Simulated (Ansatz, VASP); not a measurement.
# Bi2Te3: VASP beside Ansatz

```
Bi Te
1.0
     2.20752    1.27451   10.23299
    -2.20752    1.27451   10.23299
     0.00000   -2.54903   10.23299
Bi Te
2 3
Direct
  0.60000 0.60000 0.60000
  0.40000 0.40000 0.40000
  0.79050 0.79050 0.79050
  0.20950 0.20950 0.20950
  0.00000 0.00000 0.00000
```

Alike in both runs: task single point; functional PBE; dispersion D4; k mesh 7 × 7 × 7; occupations fermi-dirac, width 0.05 eV; no spin polarisation.

|  | VASP | Ansatz |
| --- | --- | --- |
| version | VASP 6.6.1 | Ansatz 0.2.0 |
| potentials or method | VASP PAW PBE potentials, release 64 (Bi_d, Te) | Ansatz PAW |
| plane-wave cutoff (eV) | 520 | 420 |
| valence electrons in the cell | 48 | 78 |

Ansatz gave:

- gap on the k mesh at the Fermi level (eV): 0.30
- least direct gap on the mesh (eV): 0.30
- pressure (GPa): -1.3
- traceless stress, the component that is largest in VASP (GPa): -0.18
- rms of the force components (eV/Å): 0.067

**Question.** Which values does VASP return?

**Answer.** gap on the k mesh at the Fermi level (eV): 0.29; least direct gap on the mesh (eV): 0.29; pressure (GPa): -1.3; traceless stress, the component that is largest in VASP (GPa): -0.18; rms of the force components (eV/Å): 0.063.

Atom by atom the forces differ by 0.004 eV/Å (rms over components). VASP's potentials hold 48 valence electrons a cell and Ansatz's 78, so a difference there can come from the potentials and not from the codes.

Spin-orbit coupling is off throughout. Noted on Ansatz's run: odd divisions of the mesh miss points on the zone boundary, where band edges often lie, so the gap on the mesh can be too wide.
